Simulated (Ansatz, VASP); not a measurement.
**One calculation of K, two programs**

Contents of INCAR:

```
ALGO = Fast ; EDIFF = 1E-7
ENCUT = 520 ; GGA = PS
ISIF = 2 ; ISMEAR = 0
LASPH = T ; LCHARG = T
LELF = T ; LREAL = F
LVHAR = T ; LWAVE = F
NBANDS = 10 ; NELM = 60
PREC = Accurate ; SIGMA = 0.1
```

Contents of KPOINTS:

```
k-points
0
Gamma
  14 14 14
```

The input POSCAR:

```
K
1.0
   -2.1690376022      2.1690376022      3.0293805583
    2.1690376022     -2.1690376022      3.0293805583
    2.1690376022      2.1690376022     -3.0293805583
K
1
Direct
    0.0000000000      0.0000000000      0.0000000000
```

Input for Ansatz:

```yaml
crystal:
  lattice:
    - [-2.1690376022, 2.1690376022, 3.0293805583]
    - [2.1690376022, -2.1690376022, 3.0293805583]
    - [2.1690376022, 2.1690376022, -3.0293805583]
  atoms:
    - { symbol: K, position: [0.0, 0.0, 0.0] }
basis:
  ecutwfc: 420
kpoints:
  mp_grid: { grid: [14, 14, 14] }
hamiltonian:
  xc: pbesol
scf:
  occupations: { method: gaussian, width: 0.1 }
output:
  forces: true
  stress: true
  eigenvalues: true
```

Alike in both runs: task single point; functional PBEsol; k mesh 14 × 14 × 14; occupations gaussian, width 0.1 eV; no spin polarisation.

|  | VASP | Ansatz |
| --- | --- | --- |
| version | VASP 6.6.1 | Ansatz 0.2.0 |
| potentials or method | VASP PAW PBE potentials, release 64 (K_sv), cutoff 520 eV | scalar-relativistic, plane waves, PAW |
| valence electrons in the cell | 9 | 9 |

```csv
,VASP,Ansatz,Ansatz less VASP
gap on the k mesh at the Fermi level (eV),none,none,-
pressure (GPa),1.2,1.2,+0.01
```

VASP's potentials were made for PBE, not for PBEsol. A gap of «none» marks a metal or a gap that the smearing closes.
